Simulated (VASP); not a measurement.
# C in VASP: further runs

C is run at these levels: PBE; tasks: single point.

Everything below comes from runs of VASP 6.6.1. Logs are shortened: lines on timing, memory, paths and dates and some standing lists are left out, and cuts for length are marked.

## 1. The cell of the first run

The cell holds a slab with vacuum, 4 atoms: a = 2.526 Å, b = 3.572 Å, c = 17.263 Å, α = 90.00°, β = 90.00°, γ = 90.00°.

## 2. Single point, PBE

The input, INCAR:

```
SYSTEM = C
ALGO     = Normal         ! electronic algorithm
DIPOL    = 0.5 0.5 0.500
EDIFF    = 1E-7           ! SCF threshold, eV
ENCUT    = 520            ! plane-wave cutoff, eV
GGA      = PE             ! functional
IDIPOL   = 3            
ISIF     = 2              ! what is computed and relaxed
ISMEAR   = -1             ! smearing method
LASPH    = .True.         ! aspherical terms in the spheres
LCHARG   = .False.        ! write CHGCAR
LDIPOL   = .True.       
LREAL    = .False.        ! projectors in reciprocal space
LWAVE    = .False.        ! write WAVECAR
NBANDS   = 16             ! bands
NELM     = 100            ! most SCF steps
PREC     = Accurate       ! precision mode
SIGMA    = 0.02           ! smearing width, eV
```

The input, KPOINTS:

```
k-points
0
Gamma
  12 8 1
  0 0 0
```

The input, POSCAR:

```
C
1.0
    2.5255274270      0.0000000000      0.0000000000
    0.0000000000      3.5716351394      0.0000000000
    0.0000000000      0.0000000000     17.2628000000
C
4
Direct
    0.0000000000      0.3750000000      0.4634252927
    0.5000000000      0.1250000000      0.4634252927
    0.5000000000      0.8750000000      0.5365747073
    0.0000000000      0.6250000000      0.5365747073
```

Potentials or basis: VASP PAW PBE potentials, release 64 (C).

Launch:

```sh
> cat potpaw_PBE.64/C/POTCAR > POTCAR
> mpirun -np 1 vasp_std > vasp.out
```

OUTCAR:

```text
SYSTEM = C
   EDIFF = 1E-7
   ENCUT = 520
   GGA = PE
   ISIF = 2
   ISMEAR = -1
   LASPH = .True.
   LREAL = .False.
   NELM = 100
   PREC = Accurate

 ion  position               nearest neighbor table
   1  0.000  0.375  0.463-   2 1.55   2 1.55   4 1.55
   2  0.500  0.125  0.463-   1 1.55   1 1.55   3 1.55
   3  0.500  0.875  0.537-   4 1.55   4 1.55   2 1.55
   4  0.000  0.625  0.537-   3 1.55   3 1.55   1 1.55

  LATTYP: Found a simple orthorhombic cell.
 ALAT       =     2.5255274270
 B/A-ratio  =     1.4142135624
 C/A-ratio  =     6.8353246991

  Lattice vectors:

 A1 = (   2.5255274270,   0.0000000000,   0.0000000000)
 A2 = (   0.0000000000,   3.5716351394,   0.0000000000)
 A3 = (   0.0000000000,   0.0000000000,  17.2628000000)

Analysis of symmetry for initial positions (statically):
=====================================================================
 Subroutine PRICEL returns:
 Original cell was already a primitive cell.

 Routine SETGRP: Setting up the symmetry group for a
 simple orthorhombic supercell.

 Subroutine GETGRP returns: Found  8 space group operations
 (whereof  4 operations were pure point group operations)
 out of a pool of  8 trial point group operations.

The static configuration has the point symmetry C_2h.
 The point group associated with its full space group is D_2h.

Analysis of symmetry for dynamics (positions and initial velocities):
=====================================================================
 Subroutine PRICEL returns:
 Original cell was already a primitive cell.

 Routine SETGRP: Setting up the symmetry group for a
 simple orthorhombic supercell.

 Subroutine GETGRP returns: Found  8 space group operations
 (whereof  4 operations were pure point group operations)
 out of a pool of  8 trial point group operations.

The dynamic configuration has the point symmetry C_2h.
 The point group associated with its full space group is D_2h.

 Subroutine INISYM returns: Found  8 space group operations
 (whereof  4 operations are pure point group operations),
 and found     1 'primitive' translations

----------------------------------------------------------------------------------------

                                     Primitive cell

  volume of cell :     155.7150

  direct lattice vectors                    reciprocal lattice vectors
     2.525527427  0.000000000  0.000000000     0.395956896  0.000000000  0.000000000
     0.000000000  3.571635139  0.000000000     0.000000000  0.279983806  0.000000000
     0.000000000  0.000000000 17.262800000     0.000000000  0.000000000  0.057928030

  length of vectors
     2.525527427  3.571635139 17.262800000     0.395956896  0.279983806  0.057928030

  position of ions in fractional coordinates (direct lattice)
     0.000000000  0.375000000  0.463425293
     0.500000000  0.125000000  0.463425293
     0.500000000  0.875000000  0.536574707
     0.000000000  0.625000000  0.536574707

  ion indices of the primitive-cell ions
   primitive index   ion index
                 1           1
                 2           2
                 3           3
                 4           4

----------------------------------------------------------------------------------------

 KPOINTS: k-points

Automatic generation of k-mesh.
 Grid dimensions read from file:
 generate k-points for:   12    8    1

 Generating k-lattice:

  Cartesian coordinates                     Fractional coordinates (reciprocal lattice)
     0.032996408  0.000000000  0.000000000     0.083333333  0.000000000  0.000000000
     0.000000000  0.034997976  0.000000000     0.000000000  0.125000000  0.000000000
     0.000000000  0.000000000  0.057928030     0.000000000  0.000000000  1.000000000

  Length of vectors
     0.032996408  0.034997976  0.057928030

  Shift w.r.t. Gamma in fractional coordinates (k-lattice)
     0.000000000  0.000000000  0.000000000

 Subroutine IBZKPT returns following result:
 ===========================================

 Found     35 irreducible k-points:

 Following reciprocal coordinates:
            Coordinates               Weight
  0.000000  0.000000  0.000000      1.000000
  0.083333  0.000000  0.000000      2.000000
  0.166667  0.000000  0.000000      2.000000
  0.250000  0.000000  0.000000      2.000000
  0.333333  0.000000  0.000000      2.000000
  0.416667  0.000000  0.000000      2.000000
[... 16 lines left out ...]
  0.083333  0.375000  0.000000      4.000000
  0.166667  0.375000  0.000000      4.000000
 [... further k-points ...]
   k-points           NKPTS =     35   k-points in BZ     NKDIM =     35   number of bands    NBANDS=     16
   number of dos      NEDOS =    301   number of ions     NIONS =      4
   total plane-waves  NPLWV =  71680
   dimension x,y,z NGX =    20 NGY =   28 NGZ =  128
   dimension x,y,z NGXF=    40 NGYF=   56 NGZF=  256
   ions per type =               4
   NGX,Y,Z   is equivalent  to a cutoff of  13.17, 13.03, 12.33 a.u.
   NGXF,Y,Z  is equivalent  to a cutoff of  26.33, 26.07, 24.65 a.u.
 SYSTEM =  C
   PREC   = accura    normal or accurate (medium, high low for compatibility)
   ISTART =      0    job   : 0-new  1-cont  2-samecut
   ICHARG =      2    charge: 1-file 2-atom 10-const
   ISPIN  =      1    spin polarized calculation?
   LNONCOLLINEAR =      F non collinear calculations
   LSORBIT =      F    spin-orbit coupling
   LASPH  =      T    aspherical Exc in radial PAW
   ENCUT  =  520.0 eV  38.22 Ry    6.18 a.u.   4.70  6.64 32.10*2*pi/ulx,y,z
   NELM   =    100;   NELMIN=  2; NELMDL= -5     # of ELM steps
   EDIFF  = 0.1E-06   stopping-criterion for ELM
   LREAL  =      F    real-space projection
   EDIFFG = 0.1E-05   stopping-criterion for IOM
   NSW    =      0    number of steps for IOM
   IBRION =     -1    ionic relax: 0-MD 1-quasi-New 2-CG
   NFREE  =      0    steps in history (QN), initial steepest desc. (CG)
   ISIF   =      2    stress and relaxation
   ISYM   =      2    0-nonsym 1-usesym 2-fastsym
   POTIM  = 0.5000    time-step for ionic-motion
   TEBEG  =    0.0;   TEEND  =   0.0 temperature during run
   PSTRESS=    0.0 pullay stress
   NELECT =      16.0000    total number of electrons
   NUPDOWN=      -1.0000    fix difference up-down
   EMIN   =  10.00;   EMAX   =-10.00  energy-range for DOS
   EFERMI =   0.00;   METHOD = LEGACY
   ISMEAR =    -1;   SIGMA  =   0.02  broadening in eV -4-tet -1-fermi 0-gaus
   EFERMI_NEDOS =   21; number of points for ismear=-14 and -15
   IALGO  =     38    algorithm
   IMIX   =      4    mixing-type and parameters
     AMIX     =   0.40;   BMIX     =  1.00
     AMIX_MAG =   1.60;   BMIX_MAG =  1.00
  volume/ion in A,a.u.               =      38.93       262.70
  Fermi-wavevector in a.u.,A,eV,Ry     =   0.766781  1.449006  7.999588  0.587953
  Thomas-Fermi vector in A             =   1.867195
   LORBIT       =      0    0 simple, 1 ext, 2 COOP (PROOUT), +10 PAW based schemes
   GGA     = PE    functional components
   LHFCALC =     F    Hartree Fock is set to
   AEXX    =    0.0000 exact exchange contribution
   IVDW    =     0    specifies the selected vdW correction
   LEPSILON=     F    determine dielectric tensor
   LRPA    =     F    only Hartree local field effects (RPA)
 non-spin polarized calculation
  energy-cutoff  :      520.00
  volume of cell :      155.71
 maximum number of plane-waves:      4221
 NGX is ok and might be reduce to    20
   NGX =  9   NGY = 13   NGZ = 65

 number of electron      16.0000000 magnetization

 dipolmoment           0.000000      0.000000      0.000000 electrons x Angstroem

 Free energy of the ion-electron system (eV)
  ---------------------------------------------------
  ext. energy  EPLUGINS =         0.00000000
  ---------------------------------------------------
  free energy    TOTEN  =       -30.40682129 eV

  energy without entropy =      -30.40480785  energy(sigma->0) =      -30.40581457

 E-fermi :  -3.1234     XC(G=0):  -3.0799

 val. band max:       -3.1612844107   @ k =   0.0833   0.5000   0.0000
 cond. band min:      -3.1053541355   @ k =   0.3333   0.0000   0.0000
 fundamental gap:      0.0559302751
 Fermi energy:        -3.1233754393

 k-point     1 :       0.0000    0.0000    0.0000
  band No.  band energies     occupation
      1     -21.5156      2.00000
      2     -16.3481      2.00000
      3     -12.4605      2.00000
      4      -9.1222      2.00000
      5      -8.2176      2.00000
      6      -7.3743      2.00000
[... 8 lines left out ...]
     15       4.3659      0.00000
     16       5.2227      0.00000

 k-point     2 :       0.0833    0.0000    0.0000
  band No.  band energies     occupation
      1     -21.3912      2.00000
      2     -16.2346      2.00000
      3     -12.4230      2.00000
      4      -9.0377      2.00000
      5      -8.0937      2.00000
      6      -7.9503      2.00000
[... 8 lines left out ...]
     15       4.9135      0.00000
     16       5.0659      0.00000

 k-point     3 :       0.1667    0.0000    0.0000
  band No.  band energies     occupation
      1     -21.0190      2.00000
      2     -15.8948      2.00000
      3     -12.4080      2.00000
      4      -9.1868      2.00000
      5      -8.8054      2.00000
      6      -7.7280      2.00000
[... 8 lines left out ...]
     15       4.6149      0.00000
     16       5.8717      0.00000
[... 362 lines left out ...]
 k-point    23 :       0.0833    0.3750    0.0000
  band No.  band energies     occupation
      1     -20.2480      2.00000
      2     -18.4139      2.00000
      3     -11.8249      2.00000
      4     -10.3958      2.00000
      5      -7.2243      2.00000
      6      -5.9773      2.00000
[... 8 lines left out ...]
     15       5.7969      0.00000
     16       5.9015      0.00000

 k-point    24 :       0.1667    0.3750    0.0000
  band No.  band energies     occupation
      1     -19.8838      2.00000
      2     -18.0664      2.00000
      3     -11.5943      2.00000
      4     -10.1544      2.00000
      5      -8.6716      2.00000
      6      -7.3865      2.00000
[... 8 lines left out ...]
     15       6.1719      0.00000
     16       6.4893      0.00000

 [... further k-points ...]

------------------------ aborting loop because EDIFF is reached ----------------------------------------

 vacuum level on the upper side and lower side of the slab       (xc-potential included)        -0.058        -0.058

  FORCE on cell =-STRESS in cart. coord.  units (eV):
  Direction    XX          YY          ZZ          XY          YZ          ZX
  --------------------------------------------------------------------------------------
  -------------------------------------------------------------------------------------
  Total        0.5488174     -5.7914034     -8.0333146      0.0000000     -0.0000000      0.0000000
  in kB        5.6468735    -59.5887097    -82.6561062      0.0000000     -0.0000000      0.0000000
  external PRESSURE =     -45.5326475 kB  Pullay stress =       0.0000000 kB

 VOLUME and BASIS-vectors are now :
 -----------------------------------------------------------------------------
  energy-cutoff  :      520.00
  volume of cell :      155.71
      direct lattice vectors                 reciprocal lattice vectors
     2.525527427  0.000000000  0.000000000     0.395956896  0.000000000  0.000000000
     0.000000000  3.571635139  0.000000000     0.000000000  0.279983806  0.000000000
     0.000000000  0.000000000 17.262800000     0.000000000  0.000000000  0.057928030

 POSITION                                       TOTAL-FORCE (eV/Angst)
 -----------------------------------------------------------------------------------
      0.00000      1.33936      8.00002        -0.000000     -2.982952      3.171655
      1.26276      0.44645      8.00002         0.000000      2.982952      3.171655
      1.26276      3.12518      9.26278        -0.000000     -2.982952     -3.171655
      0.00000      2.23227      9.26278         0.000000      2.982952     -3.171655
 -----------------------------------------------------------------------------------
    total drift:                                0.000000      0.000000      0.000000

  FREE ENERGIE OF THE ION-ELECTRON SYSTEM (eV)
  ---------------------------------------------------
  free  energy   TOTEN  =       -30.4068212911 eV

  energy  without entropy=      -30.4048078499  energy(sigma->0) =      -30.40581457

 vacuum level on the upper side and lower side of the slab         2.123         2.123
```

It took 83 s on 1 thread of Intel Xeon Platinum 8488C (Sapphire Rapids), shared host; peak memory 0.27 GiB.

Results:

```
Free energy   : -30.4068 eV
Largest force : 4.354 eV/Å
```

Forces in eV/Å, atoms in the order of the input:
```
C    0.000 -2.983  3.172
C    0.000  2.983  3.172
C    0.000 -2.983 -3.172
C    0.000  2.983 -3.172
```

## 3. Single point, PBE

The input, INCAR:

```
SYSTEM = C
ALGO = Normal ; DIPOL = 0.5 0.5 0.500
EDIFF = 1E-6 ; ENCUT = 520
GGA = PE ; IDIPOL = 3
ISIF = 2 ; ISMEAR = -1
LASPH = .TRUE. ; LCHARG = .FALSE.
LDIPOL = .TRUE. ; LREAL = .FALSE.
LWAVE = .FALSE. ; NBANDS = 16
NELM = 80 ; PREC = Accurate
SIGMA = 0.02
```

The input, KPOINTS:

```
k-points
0
G
  12 8 1
  0 0 0
```

The input, POSCAR:

```
C
1.0
    2.5255274270      0.0000000000      0.0000000000
    0.0000000000      3.5716351394      0.0000000000
    0.0000000000      0.0000000000     17.2628000000
C
4
Direct
    0.0000000000      0.3355680012      0.4829528614
    0.5000000000      0.1644319988      0.4829528614
    0.5000000000      0.8355679784      0.5170471386
    0.0000000000      0.6644320216      0.5170471386
```

Potentials or basis: VASP PAW PBE potentials, release 64 (C).

Launch:

```sh
> cat potpaw_PBE.64/C/POTCAR > POTCAR
> mpirun -np 1 vasp_std > vasp.out
```

Run time: 76 s. Hardware: 1 thread of Intel Xeon Platinum 8488C (Sapphire Rapids), shared host; peak memory 0.27 GiB.

Results (log left out):

```
Free energy            : -33.5390 eV
Largest force          : 0.032 eV/Å
Band gap on the k mesh : zero (bands 8 and 9 overlap by 0.75 eV)
```

Forces in eV/Å, atoms in the order of the input:
```
C    0.000 -0.020 -0.025
C    0.000  0.020 -0.025
C    0.000 -0.020  0.025
C    0.000  0.020  0.025
```

Levels at points of the mesh, in eV from the Fermi level:
| k point | band 5 | band 6 | band 7 | band 8 | band 9 | band 10 | band 11 | band 12 |
| --- | --- | --- | --- | --- | --- | --- | --- | --- |
| (0.00, 0.00, 0.00) | -8.49 | -5.58 | -3.91 | 0.25 | 0.61 | 3.10 | 3.16 | 3.99 |
| (0.50, 0.00, 0.00) | -9.51 | -9.51 | -3.97 | -3.97 | 1.59 | 1.59 | 8.49 | 8.49 |
| (0.00, 0.50, 0.00) | -7.01 | -7.01 | -3.61 | -3.61 | 3.35 | 3.35 | 5.87 | 5.87 |
| (0.50, 0.50, 0.00) | -6.32 | -6.32 | -3.85 | -3.85 | 2.28 | 2.28 | 9.55 | 9.55 |

## 4. Single point, PBE

The input, INCAR:

```
PREC = Accurate ; ENCUT = 520
EDIFF = 1E-6 ; ISMEAR = -1
SIGMA = 0.02 ; LREAL = F
LASPH = T ; NELM = 80
ALGO = Normal ; ISIF = 2
LWAVE = F ; LCHARG = T
LDIPOL = T ; IDIPOL = 3
DIPOL = 0.5 0.5 0.500 ; GGA = PE
LELF = T ; LVHAR = T
LVACPOTAV = T ; NBANDS = 16
```

The input, KPOINTS:

```
regular mesh
0
Gamma
  12 8 1
```

POSCAR is that of step 3.

Launch:

```sh
> cat potpaw_PBE.64/C/POTCAR > POTCAR
> mpirun -np 1 vasp_std > vasp.out
```

It took 79 s on 1 thread of Intel Xeon Platinum 8488C (Sapphire Rapids), shared host; peak memory 0.27 GiB.

It converged, with:

| Quantity | Value |
| --- | --- |
| Free energy | -33.5390 eV |
| Largest force | 0.032 eV/Å |
| Band gap on the k mesh | zero (bands 8 and 9 overlap by 0.75 eV) |

Forces in eV/Å, atoms in the order of the input:
```
C    0.000 -0.020 -0.025
C    0.000  0.020 -0.025
C    0.000 -0.020  0.025
C    0.000  0.020  0.025
```

Levels at points of the mesh, in eV from the Fermi level:
| k point | band 6 | band 7 | band 8 | band 9 | band 10 | band 11 |
| --- | --- | --- | --- | --- | --- | --- |
| (0.00, 0.00, 0.00) | -5.58 | -3.91 | 0.25 | 0.61 | 3.10 | 3.16 |
| (0.50, 0.00, 0.00) | -9.51 | -3.97 | -3.97 | 1.59 | 1.59 | 8.49 |
| (0.00, 0.50, 0.00) | -7.01 | -3.61 | -3.61 | 3.35 | 3.35 | 5.87 |
| (0.50, 0.50, 0.00) | -6.32 | -3.85 | -3.85 | 2.28 | 2.28 | 9.55 |

## 5. Single point, PBE

The input, INCAR:

```
SYSTEM = C
PREC = Accurate ; ENCUT = 520
EDIFF = 1E-7 ; ISMEAR = -1
SIGMA = 0.02 ; LREAL = .False.
LASPH = .True. ; NELM = 60
ALGO = Normal ; ISIF = 2
LWAVE = .False. ; LCHARG = .True.
LDIPOL = .True. ; IDIPOL = 3
DIPOL = 0.5 0.5 0.500 ; GGA = PE
LELF = .True. ; LVHAR = .True.
LVACPOTAV = .True. ; NBANDS = 16
EFIELD = -0.5
```

The input, KPOINTS:

```
Automatic mesh
0
Gamma
  12 8 1
  0 0 0
```

POSCAR is that of step 4.

Launch:

```sh
> cat potpaw_PBE.64/C/POTCAR > POTCAR
> mpirun -np 1 vasp_std > vasp.out
```

Wall time 78 s (1 thread of Intel Xeon Platinum 8488C (Sapphire Rapids), shared host); peak memory 0.27 GiB.

It converged, with:

```yaml
Free_energy: -33.5549 eV
Largest_force: 0.054 eV/Å
Band_gap_on_the_k_mesh: zero (bands 8 and 9 overlap by 0.75 eV)
```

Forces in eV/Å, atoms in the order of the input:
```
C    0.000  0.001 -0.028
C    0.000 -0.001 -0.028
C    0.000 -0.045  0.028
C    0.000  0.045  0.028
```

Levels at points of the mesh, in eV from the Fermi level:
| k point | band 4 | band 5 | band 6 | band 7 | band 8 | band 9 | band 10 | band 11 | band 12 | band 13 |
| --- | --- | --- | --- | --- | --- | --- | --- | --- | --- | --- |
| (0.00, 0.00, 0.00) | -9.02 | -8.49 | -5.58 | -3.91 | 0.26 | 0.56 | 1.40 | 2.74 | 4.16 | 4.19 |
| (0.50, 0.00, 0.00) | -10.35 | -9.50 | -9.50 | -3.97 | -3.97 | 1.59 | 1.59 | 7.17 | 7.17 | 8.24 |
| (0.00, 0.50, 0.00) | -8.84 | -7.02 | -7.01 | -3.62 | -3.59 | 3.20 | 3.38 | 4.32 | 4.38 | 5.62 |
| (0.50, 0.50, 0.00) | -14.65 | -6.32 | -6.32 | -3.85 | -3.85 | 2.28 | 2.28 | 9.39 | 9.39 | 10.03 |

## 6. Single point, PBE

The input, INCAR:

```
  PREC = Accurate
  ENCUT = 520
  EDIFF = 1E-7
  ISMEAR = -1
  SIGMA = 0.02
  LREAL = F
  LASPH = T
  NELM = 80
  ALGO = Normal
  ISIF = 2
  LWAVE = F
  LCHARG = F
  LDIPOL = T
  IDIPOL = 3
  DIPOL = 0.5 0.5 0.500
  GGA = PE
  EFIELD = -0.5
  NBANDS = 16
```

The input, KPOINTS:

```
Automatic mesh
0
Gamma
  12 8 1
```

POSCAR is that of step 5.

Potentials or basis: VASP PAW PBE potentials, release 64 (C).

Launch:

```sh
> cat potpaw_PBE.64/C/POTCAR > POTCAR
> mpirun -np 1 vasp_std > vasp.out
```

It took 86 s on 1 thread of Intel Xeon Platinum 8488C (Sapphire Rapids), shared host; peak memory 0.27 GiB.

The run converged. Its results:

```
Free energy            : -33.5549 eV
Largest force          : 0.054 eV/Å
Band gap on the k mesh : zero (bands 8 and 9 overlap by 0.75 eV)
```

Forces on the atoms (eV/Å):
```
C    0.000  0.001 -0.028
C    0.000 -0.001 -0.028
C    0.000 -0.045  0.028
C    0.000  0.045  0.028
```

Levels at points of the mesh, in eV from the Fermi level:
| k point | band 4 | band 5 | band 6 | band 7 | band 8 | band 9 | band 10 | band 11 | band 12 | band 13 |
| --- | --- | --- | --- | --- | --- | --- | --- | --- | --- | --- |
| (0.00, 0.00, 0.00) | -9.02 | -8.49 | -5.58 | -3.91 | 0.26 | 0.56 | 1.40 | 2.74 | 4.16 | 4.19 |
| (0.50, 0.00, 0.00) | -10.35 | -9.50 | -9.50 | -3.97 | -3.97 | 1.59 | 1.59 | 7.17 | 7.17 | 8.24 |
| (0.00, 0.50, 0.00) | -8.84 | -7.02 | -7.01 | -3.62 | -3.59 | 3.20 | 3.38 | 4.32 | 4.38 | 5.62 |
| (0.50, 0.50, 0.00) | -14.65 | -6.32 | -6.32 | -3.85 | -3.85 | 2.28 | 2.28 | 9.39 | 9.39 | 10.03 |

## 7. The runs side by side

| cell | electric field (eV/Å) | gap on the mesh (eV) | largest force (eV/Å) |
| --- | --- | --- | --- |
| as given, atomic positions A | - | - | 4.35 |
| as given, atomic positions B | - | none | 0.03 |
| as given, atomic positions B | -0.5 eV/Å | none | 0.05 |

Alike in all rows: task single point; level PBE; potentials or basis VASP PAW PBE potentials, release 64 (C); no spin polarisation; k mesh 12 × 8 × 1; cutoff (eV) 520; smearing fermi-dirac 0.02 eV.

Absolute energies hang on the potentials; compare differences alone.

The gap in the log of VASP goes by the Fermi energy; the results here count the filled bands.